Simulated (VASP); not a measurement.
# HfN (Fm-3m) in VASP: a series of runs, part 3 of 3

VASP 6.6.1. The steps go on from the part before.

## (4) Single point, PBEsol

This run uses another cell than the first one: it holds 32 atoms, not 4.

The input, INCAR:

```
SYSTEM = HfN
  PREC = Accurate
  ENCUT = 520
  EDIFF = 1E-6
  ISMEAR = 0
  SIGMA = 0.1
  LREAL = Auto
  LASPH = .TRUE.
  NELM = 100
  ALGO = Fast
  ISIF = 2
  LWAVE = .FALSE.
  LCHARG = .FALSE.
  GGA = PS
  NBANDS = 142
```

The input, KPOINTS:

```
Automatic mesh
0
Gamma
  4 4 4
  0.5 0.5 0.5
```

The input, POSCAR:

```
HfN
1.0
    4.5017358408      4.5017358408      4.5017358408
   -4.5017358408      4.5017358408     -4.5017358408
   -4.5017358408     -4.5017358408      4.5017358408
Hf N
16 16
Direct
    0.5000000000      0.2500000000      0.2500000000
    0.5000000000      0.0000000000      0.5000000000
    0.7500000000      0.0000000000      0.2500000000
    0.5000000000      0.7500000000      0.7500000000
    0.7500000000      0.7500000000      0.5000000000
    0.0000000000      0.7500000000      0.2500000000
    0.5000000000      0.5000000000      0.0000000000
    0.7500000000      0.5000000000      0.7500000000
    0.0000000000      0.5000000000      0.5000000000
    0.2500000000      0.5000000000      0.2500000000
    0.7500000000      0.2500000000      0.0000000000
    0.0000000000      0.2500000000      0.7500000000
    0.2500000000      0.2500000000      0.5000000000
    0.0000000000      0.0000000000      0.0000000000
    0.2500000000      0.0000000000      0.7500000000
    0.2500000000      0.7500000000      0.0000000000
    0.5000000000      0.0000000000      0.0000000000
    0.5000000000      0.7500000000      0.2500000000
    0.7500000000      0.7500000000      0.0000000000
    0.5000000000      0.5000000000      0.5000000000
    0.7500000000      0.5000000000      0.2500000000
    0.0000000000      0.5000000000      0.0000000000
    0.5000000000      0.2500000000      0.7500000000
    0.7500000000      0.2500000000      0.5000000000
    0.0000000000      0.2500000000      0.2500000000
    0.2500000000      0.2500000000      0.0000000000
    0.7500000000      0.0000000000      0.7500000000
    0.0000000000      0.0000000000      0.5000000000
    0.2500000000      0.0000000000      0.2500000000
    0.0000000000      0.7500000000      0.7500000000
    0.2500000000      0.7500000000      0.5000000000
    0.2500000000      0.5000000000      0.7500000000
```

Potentials or basis: VASP PAW PBE potentials, release 64 (Hf_pv, N).

On the command line:

```bash
> cat potpaw_PBE.64/Hf_pv/POTCAR potpaw_PBE.64/N/POTCAR > POTCAR
> mpirun -np 1 vasp_std > vasp.out
```

OUTCAR:

```text
SYSTEM = HfN
   PREC = Accurate
   ENCUT = 520
   EDIFF = 1E-6
   ISMEAR = 0
   LREAL = Auto
   LASPH = .TRUE.
   NELM = 100
   ISIF = 2
   GGA = PS

 ion  position               nearest neighbor table
   1  0.500  0.250  0.250-  17 2.25  20 2.25  21 2.25  24 2.25  26 2.25  29 2.25  10 3.18  11 3.18
                            13 3.18   2 3.18   3 3.18   5 3.18   7 3.18   8 3.18   9 3.18  15 3.18
   2  0.500  0.000  0.500-  18 2.25  23 2.25  24 2.25  27 2.25  29 2.25  31 2.25  12 3.18  13 3.18
                            15 3.18   1 3.18   3 3.18   4 3.18   5 3.18   8 3.18  11 3.18  16 3.18
   3  0.750  0.000  0.250-  17 2.25  18 2.25  19 2.25  24 2.25  25 2.25  28 2.25  12 3.18  13 3.18
                            14 3.18   1 3.18   2 3.18   5 3.18   6 3.18   9 3.18  11 3.18   4 3.18
   4  0.500  0.750  0.750-  17 2.25  19 2.25  20 2.25  27 2.25  31 2.25  32 2.25  14 3.18  15 3.18
                            16 3.18   2 3.18   3 3.18   5 3.18   7 3.18   8 3.18  11 3.18  10 3.18
   5  0.750  0.750  0.500-  18 2.25  20 2.25  21 2.25  27 2.25  28 2.25  30 2.25  12 3.18  14 3.18
                            15 3.18   2 3.18   3 3.18   4 3.18   6 3.18   8 3.18   9 3.18   7 3.18
   6  0.000  0.750  0.250-  19 2.25  21 2.25  22 2.25  28 2.25  29 2.25  31 2.25  14 3.18  15 3.18
                            16 3.18   2 3.18   3 3.18   5 3.18   9 3.18  10 3.18  13 3.18   8 3.18
   7  0.500  0.500  0.000-  18 2.25  19 2.25  21 2.25  23 2.25  26 2.25  32 2.25  10 3.18  11 3.18
                            16 3.18   1 3.18   3 3.18   4 3.18   5 3.18   6 3.18   8 3.18  13 3.18
   8  0.750  0.500  0.750-  19 2.25  20 2.25  22 2.25  23 2.25  24 2.25  30 2.25  12 3.18  14 3.18
                            16 3.18   4 3.18   5 3.18   6 3.18   7 3.18   9 3.18  11 3.18   1 3.18
   9  0.000  0.500  0.500-  21 2.25  24 2.25  25 2.25  30 2.25  31 2.25  32 2.25  13 3.18  15 3.18
[... 17 lines left out ...]
  19  0.750  0.750  0.000-   3 2.25   4 2.25   6 2.25   7 2.25   8 2.25  14 2.25
  20  0.500  0.500  0.500-   1 2.25   4 2.25   5 2.25   8 2.25  10 2.25  13 2.25
  21  0.750  0.500  0.250-   1 2.25   5 2.25   6 2.25   7 2.25   9 2.25  11 2.25
  22  0.000  0.500  0.000-   6 2.25   8 2.25  10 2.25  11 2.25  12 2.25  16 2.25
[... 8 lines left out ...]
  31  0.250  0.750  0.500-   2 2.25   4 2.25   6 2.25   9 2.25  10 2.25  15 2.25
  32  0.250  0.500  0.750-   4 2.25   7 2.25   9 2.25  12 2.25  13 2.25  16 2.25

  LATTYP: Found a body centered cubic cell.
 ALAT       =     9.0034716816

  Lattice vectors:

 A1 = (   4.5017358408,   4.5017358408,   4.5017358408)
 A2 = (  -4.5017358408,   4.5017358408,  -4.5017358408)
 A3 = (  -4.5017358408,  -4.5017358408,   4.5017358408)

[... 166 lines left out ...]

 number of electron     240.0000061 magnetization

 Free energy of the ion-electron system (eV)
  ---------------------------------------------------
  ext. energy  EPLUGINS =         0.00000000
  ---------------------------------------------------
  free energy    TOTEN  =      -367.89250135 eV

  energy without entropy =     -367.86168886  energy(sigma->0) =     -367.87709510

 E-fermi :   8.2749     XC(G=0): -12.9504

 val. band max:        8.2382835949   @ k =   0.1250   0.1250   0.1250
 cond. band min:       8.2928213702   @ k =  -0.1250   0.1250   0.1250
 fundamental gap:      0.0545377753
 Fermi energy:         8.2748961991

 k-point     1 :       0.1250    0.1250    0.1250
  band No.  band energies     occupation
      1     -23.5141      2.00000
      2     -23.5141      2.00000
      3     -23.5141      2.00000
      4     -23.5133      2.00000
      5     -23.5133      2.00000
      6     -23.5133      2.00000
[... 799 lines left out ...]
    131      10.8529      0.00000
    132      10.9387      0.00000
 [bands above 132 left out]

------------------------ aborting loop because EDIFF is reached ----------------------------------------

  FORCE on cell =-STRESS in cart. coord.  units (eV):
  Direction    XX          YY          ZZ          XY          YZ          ZX
  --------------------------------------------------------------------------------------
  -------------------------------------------------------------------------------------
  Total       -4.9549974     -4.9549974     -4.9549974      0.0000000      0.0000000     -0.0000000
  in kB      -21.7547450    -21.7547450    -21.7547450      0.0000000      0.0000000     -0.0000000
  external PRESSURE =     -21.7547450 kB  Pullay stress =       0.0000000 kB

 VOLUME and BASIS-vectors are now :
 -----------------------------------------------------------------------------
  energy-cutoff  :      520.00
  volume of cell :      364.92
      direct lattice vectors                 reciprocal lattice vectors
     4.501735841  4.501735841  4.501735841     0.000000000  0.111068267  0.111068267
    -4.501735841  4.501735841 -4.501735841    -0.111068267  0.111068267  0.000000000
    -4.501735841 -4.501735841  4.501735841    -0.111068267  0.000000000  0.111068267

 POSITION                                       TOTAL-FORCE (eV/Angst)
 -----------------------------------------------------------------------------------
      0.00000      2.25087      2.25087         0.000000     -0.000000      0.000000
      0.00000      0.00000      4.50174         0.000000      0.000000     -0.000000
      2.25087      2.25087      4.50174        -0.000000     -0.000000     -0.000000
     -4.50174      2.25087      2.25087        -0.000000      0.000000      0.000000
     -2.25087      4.50174      2.25087        -0.000000      0.000000     -0.000000
     -4.50174      2.25087     -2.25087        -0.000000      0.000000      0.000000
[... 24 lines left out ...]
     -4.50174      2.25087      0.00000        -0.000000     -0.000000      0.000000
     -4.50174      0.00000      2.25087         0.000000     -0.000000      0.000000
 -----------------------------------------------------------------------------------
    total drift:                                0.000000      0.000000     -0.000000

  FREE ENERGIE OF THE ION-ELECTRON SYSTEM (eV)
  ---------------------------------------------------
  free  energy   TOTEN  =      -367.8925013506 eV

  energy  without entropy=     -367.8616888562  energy(sigma->0) =     -367.87709510
```

OSZICAR:

```text
N       E                     dE             d eps       ncg     rms          rms(c)
DAV:   1     0.147292924423E+04    0.14729E+04   -0.13333E+05  1704   0.171E+03
DAV:   2    -0.288286868548E+03   -0.17612E+04   -0.16901E+04  2076   0.450E+02
DAV:   3    -0.408942580446E+03   -0.12066E+03   -0.11843E+03  2024   0.948E+01
DAV:   4    -0.411614867032E+03   -0.26723E+01   -0.26456E+01  2000   0.143E+01
DAV:   5    -0.411669440331E+03   -0.54573E-01   -0.54381E-01  1976   0.174E+00    0.205E+02
RMM:   6    -0.366336130580E+03    0.45333E+02   -0.20959E+02  1788   0.261E+01    0.161E+02
RMM:   7    -0.368182910801E+03   -0.18468E+01   -0.45307E+01  1939   0.170E+01    0.513E+01
RMM:   8    -0.367920012685E+03    0.26290E+00   -0.37563E+00  1972   0.478E+00    0.781E+00
RMM:   9    -0.367879730066E+03    0.40283E-01   -0.56651E-01  1950   0.195E+00    0.172E+00
RMM:  10    -0.367890200867E+03   -0.10471E-01   -0.16494E-01  2084   0.758E-01    0.832E-01
RMM:  11    -0.367892994377E+03   -0.27935E-02   -0.29911E-02  2075   0.271E-01    0.885E-01
RMM:  12    -0.367892823194E+03    0.17118E-03   -0.11447E-02  1934   0.209E-01    0.182E-01
RMM:  13    -0.367892484417E+03    0.33878E-03   -0.14142E-03  1980   0.109E-01    0.192E-01
RMM:  14    -0.367892497054E+03   -0.12637E-04   -0.36438E-04  2027   0.314E-02    0.115E-01
RMM:  15    -0.367892510022E+03   -0.12968E-04   -0.57290E-05  1879   0.158E-02    0.117E-01
RMM:  16    -0.367892504609E+03    0.54127E-05   -0.16872E-05  1722   0.694E-03    0.361E-02
RMM:  17    -0.367892501372E+03    0.32372E-05   -0.11505E-05  1736   0.541E-03    0.141E-02
RMM:  18    -0.367892501351E+03    0.21642E-07   -0.23503E-06  1346   0.309E-03
   1 F= -.36789250E+03 E0= -.36787710E+03  d E =-.308125E-01
```

Run time: 16 min. Hardware: 1 thread of Oxide Virtual Turin-like, shared host; peak memory 0.57 GiB.

What came out:

| Item | Value |
| --- | --- |
| Free energy | -367.8925 eV |
| Pressure | -2.2 GPa |
| Band gap on the k mesh | zero (bands 120 and 121 overlap by 0.72 eV) |

Levels at points of the mesh, in eV from the Fermi level:
| k point | band 117 | band 118 | band 119 | band 120 | band 121 | band 122 | band 123 | band 124 |
| --- | --- | --- | --- | --- | --- | --- | --- | --- |
| (0.12, 0.12, 0.12) | 0.14 | 0.14 | 0.27 | 0.27 | 0.27 | 0.27 | 0.27 | 0.27 |

Caveat: the PAW data sets were made with another functional, which shifts forces and pressure a little; spin-orbit coupling is left out, which moves the levels of the heavy elements.

## (5) Overview

```tsv
cell	k mesh	gap on the mesh (eV)	pressure (GPa)
a = 3.231, b = 3.231, c = 4.569 Å, 4 atoms, atomic positions A	16 × 16 × 12	none	-13.7
a = 3.279, b = 3.279, c = 4.637 Å, 4 atoms, atomic positions A	16 × 16 × 12	none	-22.8
a = 7.797 Å, angles 109.5°, 32 atoms, atomic positions B	4 × 4 × 4, shifted	none	-2.2
```

Alike in all rows: task single point; level PBEsol; potentials or basis VASP PAW PBE potentials, release 64 (Hf_pv, N); no spin polarisation; cutoff (eV) 520; smearing gaussian 0.1 eV.

Caveats: the PAW data sets were made with another functional, which shifts forces and pressure a little; spin-orbit coupling is left out, which moves the levels of the heavy elements; the cell stands under tension (at least some runs).

Total energies depend on the potentials used, so only differences within one code and one set of settings carry meaning.

The gap in the log of VASP goes by the Fermi energy; the results here count the filled bands.